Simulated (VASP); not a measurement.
Wanted: the native input for a VASP 6.6.1 run.

* Task: single point
* Functional: PBE
* Potentials or basis: VASP PAW PBE potentials, release 64 (Yb)
* Cutoff: 520 eV
* k mesh: 7 × 7 × 4
* Occupations: fermi-dirac, width 0.05 eV
* Spin: collinear spin, ferromagnetic start
* Starting moments: [0.5, 0.5] μB
* Fixed moment: 1 μB
* Dipole correction: no
* Further INCAR settings: ALGO = Normal; EDIFF = 1e-06; NBANDS = 35

The structure of Yb lies in POSCAR:

```
Yb
1.0
    3.8799000000      0.0000000000      0.0000000000
   -1.9399500000      3.3600919641      0.0000000000
    0.0000000000      0.0000000000      6.3859000000
Yb
2
Direct
    0.6666666667      0.3333333333      0.7500000000
    0.3333333333      0.6666666667      0.2500000000
```

One way to write it, as run:

INCAR

```
PREC = Accurate
ENCUT = 520
EDIFF = 1E-6
ISMEAR = -1
SIGMA = 0.05
LREAL = F
LASPH = T
NELM = 150
ALGO = Normal
ISIF = 2
LWAVE = F
LCHARG = F
ISPIN = 2
MAGMOM = 0.5 0.5
LORBIT = 11
NUPDOWN = 1.0
LMAXMIX = 6
GGA = PE
NBANDS = 35
```

KPOINTS

```
Automatic mesh
0
Gamma
  7 7 4
```

Potentials or basis: VASP PAW PBE potentials, release 64 (Yb).

The run is started by

```sh
$ cat potpaw_PBE.64/Yb/POTCAR > POTCAR
$ mpirun -np 1 vasp_std > vasp.out
```

Results of the run:

```yaml
Pressure: -2.3 GPa
Net_moment: 1.00 μB per cell
Site_moments: Yb +0.24 μB
Valence_electrons_inside_the_program's_atomic_spheres: Yb 22.02
```

Caveat: the total moment is fixed, so each spin has its own Fermi level.

Wall time 6.1 min on 1 thread of Oxide Virtual Turin-like Processor, on a shared host, peak memory 0.27 GiB.
